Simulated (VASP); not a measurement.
Input of a VASP 6.6.1 run:

The input INCAR:

```
SYSTEM = BaTiO3
PREC = Accurate
ENCUT = 600
EDIFF = 1E-6
ISMEAR = 0
SIGMA = 0.02
LREAL = .FALSE.
LASPH = .TRUE.
NELM = 80
ALGO = Normal
ISIF = 4
LWAVE = .FALSE.
LCHARG = .FALSE.
GGA = PE
IBRION = 2
NSW = 50
EDIFFG = -0.01
```

The input KPOINTS:

```
Automatic mesh
0
G
  6 6 6
  0 0 0
```

File POSCAR:

```
BaTiO3
1.0
    2.9157918308      1.6834331984      2.4081726603
   -2.9157918308      1.6834331984      2.4081726603
    0.0000000000     -3.3668663969      2.4081726603
Ba Ti O
1 1 3
Direct
    0.0073400755      0.0073400755      0.0073400755
    0.5225461636      0.5225461636      0.5225461636
    0.4874402905      0.4874402905      0.9739331800
    0.4874402905      0.9739331800      0.4874402905
    0.9739331800      0.4874402905      0.4874402905
```

Potentials or basis: VASP PAW PBE potentials, release 64 (Ba_sv, Ti_sv, O).

Run with:

```bash
$ cat potpaw_PBE.64/Ba_sv/POTCAR potpaw_PBE.64/Ti_sv/POTCAR potpaw_PBE.64/O/POTCAR > POTCAR
$ mpirun -np 1 vasp_std > vasp.out
```

Task: Predict the band gap on the k mesh.

Result: 2.82 eV (least direct gap 3.40 eV).

Step by step:
```
step  energy change (eV)  largest force (eV/Å)  pressure (GPa)  volume (Å³)
   1              0.0000                0.2848           -5.11        70.92
   2             -0.0060                0.0280           -3.98        70.92
   3             -0.0061                0.0200           -3.91        70.92
   4             -0.0061                0.0195           -3.93        70.92
   5             -0.0061                0.0165           -3.92        70.92
   6             -0.0061                0.0134           -3.90        70.92
   7             -0.0061                0.0083           -3.86        70.92
```

Caveat: spin-orbit coupling is left out, which moves the levels of the heavy elements. A k mesh can miss the band edges.
